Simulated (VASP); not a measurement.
## Pd: single point with PBE

The system is Pd.

```
Pd
1.0
     2.25061    0.00000    0.00000
    -1.12531    1.94909    0.00000
     0.00000    0.00000    2.15808
Pd
1
Direct
  0.00000 0.00000 0.00000
```

This isn't the form of Pd at room conditions, which is fcc.

```json
{
 "Program": "VASP 6.6.1",
 "Task": "single point",
 "Functional": "PBE",
 "Potentials or basis": "VASP PAW PBE potentials, release 64 (Pd)",
 "Cutoff": "520 eV",
 "k mesh": "19 × 19 × 18",
 "Occupations": "fermi-dirac, width 0.05 eV",
 "Spin": "no spin polarisation",
 "Dipole correction": "no",
 "Further INCAR settings": "ALGO = Normal; EDIFF = 1e-07; NBANDS = 11"
}
```

- Pressure: 344.3 GPa
- Band gap on the k mesh: zero (bands 5 and 6 overlap by 5.63 eV)

Stress tensor (GPa, compression positive):
```
346.33   0.00   0.00
  0.00 346.33   0.00
  0.00   0.00 340.32
```

Levels at points of the mesh, in eV from the Fermi level:
```csv
k point,band 3,band 4,band 5,band 6,band 7,band 8
"(0.00, 0.00, 0.00)",-6.09,-6.09,0.39,0.39,16.29,19.75
"(0.00, 0.00, 0.50)",-5.22,-3.34,-3.34,-2.11,9.88,20.39
```

Wall time 22 s on 1 thread of AMD EPYC 9R14 (Zen 4) (shared host), peak memory 0.12 GiB.

Caveat: the cell stands under pressure.
